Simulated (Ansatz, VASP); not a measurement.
## One calculation of Sr, two programs

```xyz
1
Lattice="-2.4977 2.4977 2.3523 2.4977 -2.4977 2.3523 2.4977 2.4977 -2.3523" Properties=species:S:1:pos:R:3 pbc="T T T"
Sr    0.0000    0.0000    0.0000
```

Change from the starting cell: strain +0.030 along x and y, -0.030 along z, atoms carried along.

Alike in both runs: task single point; functional r2SCAN; k mesh 14 × 14 × 14; occupations gaussian, width 0.15 eV; no spin polarisation.

```csv
,VASP,Ansatz
version,VASP 6.6.1,Ansatz 0.2.0
potentials or method,"VASP PAW PBE potentials, release 64 (Sr_sv), cutoff 520 eV","scalar-relativistic, plane waves, PAW"
valence electrons in the cell,10,10
```

```csv
,VASP,Ansatz,Ansatz less VASP
gap on the k mesh at the Fermi level (eV),none,none,-
pressure (GPa),-0.5,-0.5,-0.01
"traceless stress, the component that is largest in VASP (GPa)",0.05,0.05,-0.003
```

VASP's potentials were made for PBE, not for r2SCAN. A gap of «none» marks a metal or a gap that the smearing closes. The functional is the same, so the differences come from potentials, cutoffs and numerics.
